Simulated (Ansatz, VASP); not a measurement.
One calculation of LiB7, two programs

INCAR

```
PREC = Accurate
ENCUT = 600
EDIFF = 1E-6
ISMEAR = 0
SIGMA = 0.1
LREAL = F
LASPH = T
NELM = 60
ALGO = Normal
ISIF = 3
LWAVE = F
LCHARG = F
GGA = PE
IBRION = 2
NSW = 90
EDIFFG = -0.04
```

Contents of KPOINTS:

```
Automatic mesh
0
Gamma
  6 6 4
```

The input POSCAR:

```
LiB7
1.0
    3.6465191700      0.0000000000      0.0000000000
   -1.8232595800      3.1579782400      0.0000000000
    0.0000000000      0.0000000000      6.7059487500
Li B
1 7
Direct
    0.6666666700      0.3333333300      0.5000000000
    0.0000000000      0.0000000000      0.6666666700
    0.0000000000      0.0000000000      0.0000000000
    0.0000000000      0.0000000000      0.3333333300
    0.3333333300      0.6666666700      0.8333333300
    0.3333333300      0.6666666700      0.1666666700
    0.6666666700      0.3333333300      0.8333333300
    0.6666666700      0.3333333300      0.1666666700
```

Input for Ansatz:

```yaml
crystal:
  lattice:
    - [3.64651917, 0.0, 0.0]
    - [-1.82325958, 3.15797824, 0.0]
    - [0.0, 0.0, 6.70594875]
  atoms:
    - { symbol: Li, position: [0.66666667, 0.33333333, 0.5] }
    - { symbol: B, position: [0.0, 0.0, 0.66666667] }
    - { symbol: B, position: [0.0, 0.0, 0.0] }
    - { symbol: B, position: [0.0, 0.0, 0.33333333] }
    - { symbol: B, position: [0.33333333, 0.66666667, 0.83333333] }
    - { symbol: B, position: [0.33333333, 0.66666667, 0.16666667] }
    - { symbol: B, position: [0.66666667, 0.33333333, 0.83333333] }
    - { symbol: B, position: [0.66666667, 0.33333333, 0.16666667] }
basis:
  ecutwfc: 420
kpoints:
  mp_grid: { grid: [6, 6, 4] }
hamiltonian:
  xc: pbe
scf:
  occupations: { method: gaussian, width: 0.1 }
  lower_state_search: "off"
output:
  forces: true
  stress: true
  eigenvalues: true
relax:
  adjacent_minimum: "off"
  f_tol: 0.04
  max_steps: 70
  cell: { stress_tol: 0.4 }
```

Change from the starting cell: ordered superstructure of omega with vacancies (P-6m2, No. 187).

Alike in both runs: task relaxation of cell and atoms; functional PBE; k mesh 6 × 6 × 4; occupations gaussian, width 0.1 eV; no spin polarisation.

|  | VASP | Ansatz |
| --- | --- | --- |
| version | VASP 6.6.1 | Ansatz 0.2.0 |
| potentials or method | VASP PAW PBE potentials, release 64 (Li_sv, B), cutoff 600 eV | scalar-relativistic, plane waves, PAW |
| valence electrons in the cell | 24 | 24 |

```csv
,VASP,Ansatz,Ansatz less VASP
"gap on the k mesh at the Fermi level, each at its own relaxed structure (eV)",none,none,-
relaxed volume (Å³/atom),7.20,7.18,-0.023
relaxed cell length with the largest relative difference (Å),7.632,7.596,-0.0365
```

A gap of «none» marks a metal or a gap that the smearing closes.

Noted on VASP's run: the cutoff is short for stress, so the pressure is rough; the volume moved by over 15 % at a fixed basis, so the end points are rough.
